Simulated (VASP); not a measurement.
# CoH4 (P-1) in VASP: single point with PBE

Aim: the single point of CoH4 with PBE.

All numbers are computed with VASP 6.6.1; they aren't measurements. Logs are shortened: lines on timing, memory, paths and dates and some standing lists are left out, and cuts for length are marked.

### Step 1. The cell of the first run

The typed cell holds 10 atoms: a = 2.561 Å, b = 2.561 Å, c = 9.766 Å, α = 87.79°, β = 87.69°, γ = 89.94°.

### Step 2. Single point, PBE, collinear spin, ferromagnetic start

Input file INCAR:

```
ALGO = Normal ; EDIFF = 1E-6
ENCUT = 520 ; GGA = PE
ISIF = 2 ; ISMEAR = 0
ISPIN = 2 ; LASPH = True
LCHARG = False ; LMAXMIX = 4
LORBIT = 11 ; LREAL = False
LWAVE = False ; MAGMOM = 3 3 0 0 0 0 0 0 0 0
NBANDS = 28 ; NELM = 150
PREC = Accurate ; SIGMA = 0.1
```

Input file KPOINTS:

```
k-points
0
Gamma
  6 6 2
```

Input file POSCAR:

```
CoH4
1.0
    2.5611530386      0.0000000000      0.0000000000
    0.0024695715      2.5611251614      0.0000000000
    0.3935863993      0.3754532785      9.7508018340
Co H
2 8
Direct
    0.7518764373      0.7729458831      0.7499225414
    0.2481235627      0.2270541169      0.2500774586
    0.7359181138      0.2579748076      0.8523657365
    0.7324350616      0.2118023269      0.3525199048
    0.7638156742      0.2422809630      0.1476425327
    0.7678369875      0.2879363637      0.6474869539
    0.2640818862      0.7420251924      0.1476342635
    0.2675649384      0.7881976731      0.6474800952
    0.2361843258      0.7577190370      0.8523574673
    0.2321630125      0.7120636363      0.3525130461
```

Potentials or basis: VASP PAW PBE potentials, release 64 (Co, H).

On the command line:

```bash
$ cat potpaw_PBE.64/Co/POTCAR potpaw_PBE.64/H/POTCAR > POTCAR
$ mpirun -np 1 vasp_std > vasp.out
```

OUTCAR:

```text
EDIFF = 1E-6
   ENCUT = 520
   GGA = PE
   ISIF = 2
   ISMEAR = 0
   ISPIN = 2
   LASPH = True
   LORBIT = 11
   LREAL = False
   NELM = 150
   PREC = Accurate

 ion  position               nearest neighbor table
   1  0.752  0.773  0.750-   9 1.62   6 1.62   3 1.62   8 1.62   6 1.62   9 1.62   8 1.62   3 1.62

   2  0.248  0.227  0.250-   5 1.62  10 1.62   7 1.62   4 1.62  10 1.62   5 1.62   4 1.62   7 1.62

   3  0.736  0.258  0.852-   1 1.62   1 1.62
   4  0.732  0.212  0.353-   2 1.62   2 1.62
   5  0.764  0.242  0.148-   2 1.62   2 1.62
   6  0.768  0.288  0.647-   1 1.62   1 1.62
   7  0.264  0.742  0.148-   2 1.62   2 1.62
   8  0.268  0.788  0.647-   1 1.62   1 1.62
   9  0.236  0.758  0.852-   1 1.62   1 1.62
  10  0.232  0.712  0.353-   2 1.62   2 1.62

  LATTYP: Found a triclinic cell.
 ALAT       =     9.7659618996
 B/A-ratio  =     0.2622530238
 C/A-ratio  =     0.2622502912
 COS(alpha) =     0.0009642521
 COS(beta)  =     0.0384839327
 COS(gamma) =     0.0403018569

  Lattice vectors:

 A1 = (   0.3935863993,   0.3754532785,   9.7508018340)
 A2 = (   2.5611530386,   0.0000000000,   0.0000000000)
 A3 = (   0.0024695715,   2.5611251614,   0.0000000000)

Analysis of symmetry for initial positions (statically):
=====================================================================
 Subroutine PRICEL returns:
 Original cell was already a primitive cell.

 Routine SETGRP: Setting up the symmetry group for a
 triclinic supercell.

 Subroutine GETGRP returns: Found  2 space group operations
 (whereof  2 operations were pure point group operations)
 out of a pool of  2 trial point group operations.

The static configuration has the point symmetry S_2 .

Analysis of symmetry for dynamics (positions and initial velocities):
=====================================================================
 Subroutine PRICEL returns:
 Original cell was already a primitive cell.

 Routine SETGRP: Setting up the symmetry group for a
 triclinic supercell.

 Subroutine GETGRP returns: Found  2 space group operations
 (whereof  2 operations were pure point group operations)
 out of a pool of  2 trial point group operations.

The dynamic configuration has the point symmetry S_2 .

Analysis of structural, dynamic, and magnetic symmetry:
=====================================================================
 Subroutine PRICEL returns:
 Original cell was already a primitive cell.

 Routine SETGRP: Setting up the symmetry group for a
 triclinic supercell.

 Subroutine GETGRP returns: Found  2 space group operations
 (whereof  2 operations were pure point group operations)
 out of a pool of  2 trial point group operations.

The overall configuration has the point symmetry S_2 .

 Subroutine INISYM returns: Found  2 space group operations
 (whereof  2 operations are pure point group operations),
 and found     1 'primitive' translations

----------------------------------------------------------------------------------------

                                     Primitive cell

  volume of cell :      63.9597

  direct lattice vectors                    reciprocal lattice vectors
     2.561153039  0.000000000  0.000000000     0.390449139 -0.000376492 -0.015745794
     0.002469572  2.561125161  0.000000000     0.000000000  0.390453389 -0.015034354
     0.393586399  0.375453278  9.750801834     0.000000000  0.000000000  0.102555668

  length of vectors
     2.561153039  2.561126352  9.765961900     0.390766685  0.390742730  0.102555668

  position of ions in fractional coordinates (direct lattice)
     0.751876437  0.772945883  0.749922541
     0.248123563  0.227054117  0.250077459
     0.735918114  0.257974808  0.852365736
     0.732435062  0.211802327  0.352519905
     0.763815674  0.242280963  0.147642533
     0.767836987  0.287936364  0.647486954
     0.264081886  0.742025192  0.147634264
     0.267564938  0.788197673  0.647480095
[... 74 lines left out ...]
   ions per type =               2   8
   NGX,Y,Z   is equivalent  to a cutoff of  12.98, 12.98, 13.62 a.u.
   NGXF,Y,Z  is equivalent  to a cutoff of  25.96, 25.96, 27.24 a.u.
 SYSTEM =  unknown system
   PREC   = accura    normal or accurate (medium, high low for compatibility)
   ISTART =      0    job   : 0-new  1-cont  2-samecut
   ICHARG =      2    charge: 1-file 2-atom 10-const
   ISPIN  =      2    spin polarized calculation?
   LNONCOLLINEAR =      F non collinear calculations
   LSORBIT =      F    spin-orbit coupling
   LASPH  =      T    aspherical Exc in radial PAW
   ENCUT  =  520.0 eV  38.22 Ry    6.18 a.u.   4.76  4.76 18.16*2*pi/ulx,y,z
   NELM   =    150;   NELMIN=  2; NELMDL= -5     # of ELM steps
   EDIFF  = 0.1E-05   stopping-criterion for ELM
   LREAL  =      F    real-space projection
   EDIFFG = 0.1E-04   stopping-criterion for IOM
   NSW    =      0    number of steps for IOM
   IBRION =     -1    ionic relax: 0-MD 1-quasi-New 2-CG
   NFREE  =      0    steps in history (QN), initial steepest desc. (CG)
   ISIF   =      2    stress and relaxation
   ISYM   =      2    0-nonsym 1-usesym 2-fastsym
   POTIM  = 0.5000    time-step for ionic-motion
   TEBEG  =    0.0;   TEEND  =   0.0 temperature during run
   PSTRESS=    0.0 pullay stress
   NELECT =      26.0000    total number of electrons
   NUPDOWN=      -1.0000    fix difference up-down
   EMIN   =  10.00;   EMAX   =-10.00  energy-range for DOS
   EFERMI =   0.00;   METHOD = LEGACY
   ISMEAR =     0;   SIGMA  =   0.10  broadening in eV -4-tet -1-fermi 0-gaus
   EFERMI_NEDOS =   21; number of points for ismear=-14 and -15
   IALGO  =     38    algorithm
   IMIX   =      4    mixing-type and parameters
     AMIX     =   0.40;   BMIX     =  1.00
     AMIX_MAG =   1.60;   BMIX_MAG =  1.00
  volume/ion in A,a.u.               =       6.40        43.16
  Fermi-wavevector in a.u.,A,eV,Ry     =   1.212729  2.291725 20.010243  1.470711
  Thomas-Fermi vector in A             =   2.348204
   LORBIT       =     11    0 simple, 1 ext, 2 COOP (PROOUT), +10 PAW based schemes
   GGA     = PE    functional components
   LHFCALC =     F    Hartree Fock is set to
   AEXX    =    0.0000 exact exchange contribution
   IVDW    =     0    specifies the selected vdW correction
   LEPSILON=     F    determine dielectric tensor
   LRPA    =     F    only Hartree local field effects (RPA)
 spin polarized calculation
 Gauss-broadening in eV      SIGMA  =   0.10
  energy-cutoff  :      520.00
  volume of cell :       63.96
 maximum number of plane-waves:      1738
   NGX =  9   NGY =  9   NGZ = 37

 number of electron      26.0000016 magnetization       0.0109128

 number of electron      26.0000016 magnetization      -0.0001958

 Free energy of the ion-electron system (eV)
  ---------------------------------------------------
  ext. energy  EPLUGINS =         0.00000000
  ---------------------------------------------------
  free energy    TOTEN  =       -39.50237624 eV

  energy without entropy =      -39.49549665  energy(sigma->0) =      -39.49893644

 E-fermi :   2.3883     XC(G=0):  -9.6264

 val. band max:        2.3113437401   @ k =   0.3333   0.1667   0.0000
 cond. band min:       2.4558523885   @ k =   0.3333   0.1667   0.5000
 fundamental gap:      0.1445086484
 Fermi energy:         2.3883242029

 spin component 1

 k-point     1 :       0.0000    0.0000    0.0000
  band No.  band energies     occupation
      1      -8.4159      1.00000
      2      -8.1210      1.00000
      3      -4.8856      1.00000
      4      -4.0335      1.00000
      5      -2.3819      1.00000
      6      -2.3743      1.00000
[... 661 lines left out ...]
     24      17.2198      0.00000
     25      20.1431      0.00000

 [... further k-points ...]

 spin component 2

 k-point     1 :       0.0000    0.0000    0.0000
  band No.  band energies     occupation
      1      -8.4159      1.00000
      2      -8.1210      1.00000
      3      -4.8857      1.00000
      4      -4.0337      1.00000
      5      -2.3818      1.00000
      6      -2.3743      1.00000
[... 661 lines left out ...]
     24      17.2197      0.00000
     25      20.1430      0.00000

 [... further k-points ...]

 [bands above 25 left out]

------------------------ aborting loop because EDIFF is reached ----------------------------------------

  FORCE on cell =-STRESS in cart. coord.  units (eV):
  Direction    XX          YY          ZZ          XY          YZ          ZX
  --------------------------------------------------------------------------------------
  -------------------------------------------------------------------------------------
  Total       -0.1932688     -0.1924671     -0.0231281     -0.0171032      0.0000255      0.0001878
  in kB       -4.8413412     -4.8212594     -0.5793535     -0.4284321      0.0006377      0.0047053
  external PRESSURE =      -3.4139847 kB  Pullay stress =       0.0000000 kB

 VOLUME and BASIS-vectors are now :
 -----------------------------------------------------------------------------
  energy-cutoff  :      520.00
  volume of cell :       63.96
      direct lattice vectors                 reciprocal lattice vectors
     2.561153039  0.000000000  0.000000000     0.390449139 -0.000376492 -0.015745794
     0.002469572  2.561125161  0.000000000     0.000000000  0.390453389 -0.015034354
     0.393586399  0.375453278  9.750801834     0.000000000  0.000000000  0.102555668

 POSITION                                       TOTAL-FORCE (eV/Angst)
 -----------------------------------------------------------------------------------
      2.22274      2.26117      7.31235        -0.000274      0.000495     -0.000342
      0.73447      0.67541      2.43846         0.000274     -0.000495      0.000342
      2.22092      0.98073      8.31125         0.000078      0.000082      0.003402
      2.01515      0.67481      3.43735         0.000074     -0.000001      0.003325
      2.01496      0.67594      1.43963        -0.000158     -0.000183     -0.003438
      2.22210      0.98054      6.31352        -0.000058     -0.000091     -0.003332
      0.73629      1.95585      1.43955        -0.000078     -0.000082     -0.003402
      0.94206      2.26177      6.31345        -0.000074      0.000001     -0.003325
      0.94225      2.26063      8.31117         0.000158      0.000183      0.003438
      0.73511      1.95604      3.43728         0.000058      0.000091      0.003332
 -----------------------------------------------------------------------------------
    total drift:                               -0.000000     -0.000000     -0.000000

  FREE ENERGIE OF THE ION-ELECTRON SYSTEM (eV)
  ---------------------------------------------------
  free  energy   TOTEN  =       -39.5023762382 eV

  energy  without entropy=      -39.4954966478  energy(sigma->0) =      -39.49893644

 total charge

# of ion       s       p       d       tot
------------------------------------------
    1        0.492   0.771   7.486   8.749
    2        0.492   0.771   7.486   8.749
    3        0.511   0.023   0.000   0.534
    4        0.511   0.023   0.000   0.534
    5        0.511   0.023   0.000   0.534
    6        0.511   0.023   0.000   0.534
    7        0.511   0.023   0.000   0.534
    8        0.511   0.023   0.000   0.534
    9        0.511   0.023   0.000   0.534
   10        0.511   0.023   0.000   0.534
--------------------------------------------------
tot          5.070   1.725  14.972  21.768

 magnetization (x)

# of ion       s       p       d       tot
------------------------------------------
    1       -0.000  -0.000   0.000   0.000
    2       -0.000  -0.000   0.000   0.000
    3        0.000   0.000   0.000   0.000
    4        0.000   0.000   0.000   0.000
    5        0.000   0.000   0.000   0.000
    6        0.000   0.000   0.000   0.000
    7        0.000   0.000   0.000   0.000
    8        0.000   0.000   0.000   0.000
    9        0.000   0.000   0.000   0.000
   10        0.000   0.000   0.000   0.000
--------------------------------------------------
tot         -0.000  -0.000   0.000   0.000
```

It took 88 s on 1 thread of Intel Xeon 6975P-C (Granite Rapids), shared host; peak memory 0.26 GiB.

Results:

* Free energy: -39.5024 eV
* Pressure: -0.3 GPa
* Largest force: 0.003 eV/Å
* Band gap on the k mesh: zero (filled and empty bands overlap)
* Net moment: 0.00 μB per cell
* Valence electrons inside the program's atomic spheres: Co 8.75; H 0.53

Forces on the atoms (eV/Å):
```
Co   0.000  0.000  0.000
Co   0.000  0.000  0.000
H    0.000  0.000  0.003
H    0.000  0.000  0.003
H    0.000  0.000 -0.003
H    0.000  0.000 -0.003
H    0.000  0.000 -0.003
H    0.000  0.000 -0.003
H    0.000  0.000  0.003
H    0.000  0.000  0.003
```

Levels at points of the mesh, in eV from the Fermi level:
Spin up:
```csv
k point,band 11,band 12,band 13,band 14,band 15,band 16
"(0.00, 0.00, 0.00)",-1.25,-1.24,-0.50,-0.50,4.08,6.15
"(0.50, 0.00, 0.00)",-1.32,-1.32,-1.09,-1.09,0.92,0.92
"(0.00, 0.50, 0.00)",-1.32,-1.32,-1.09,-1.09,0.91,0.93
"(0.50, 0.50, 0.00)",-1.17,-1.17,-0.19,-0.19,5.04,5.06
"(0.00, 0.00, 0.50)",-1.25,-1.25,-0.50,-0.50,5.13,5.13
"(0.50, 0.00, 0.50)",-1.32,-1.32,-1.09,-1.09,0.90,0.93
"(0.00, 0.50, 0.50)",-1.32,-1.32,-1.09,-1.09,0.90,0.93
"(0.50, 0.50, 0.50)",-1.17,-1.17,-0.19,-0.19,5.32,5.36
```
Spin down:
```csv
k point,band 11,band 12,band 13,band 14,band 15,band 16
"(0.00, 0.00, 0.00)",-1.25,-1.24,-0.50,-0.50,4.08,6.15
"(0.50, 0.00, 0.00)",-1.32,-1.32,-1.09,-1.09,0.92,0.92
"(0.00, 0.50, 0.00)",-1.32,-1.32,-1.09,-1.09,0.91,0.93
"(0.50, 0.50, 0.00)",-1.17,-1.17,-0.19,-0.19,5.04,5.06
"(0.00, 0.00, 0.50)",-1.25,-1.25,-0.50,-0.50,5.13,5.13
"(0.50, 0.00, 0.50)",-1.32,-1.32,-1.09,-1.09,0.90,0.93
"(0.00, 0.50, 0.50)",-1.32,-1.32,-1.09,-1.09,0.90,0.93
"(0.50, 0.50, 0.50)",-1.17,-1.17,-0.19,-0.19,5.32,5.36
```

Caveat: the k points lie up to 0.41 Å⁻¹ apart, too coarse for converged energies and pressures of a metal.
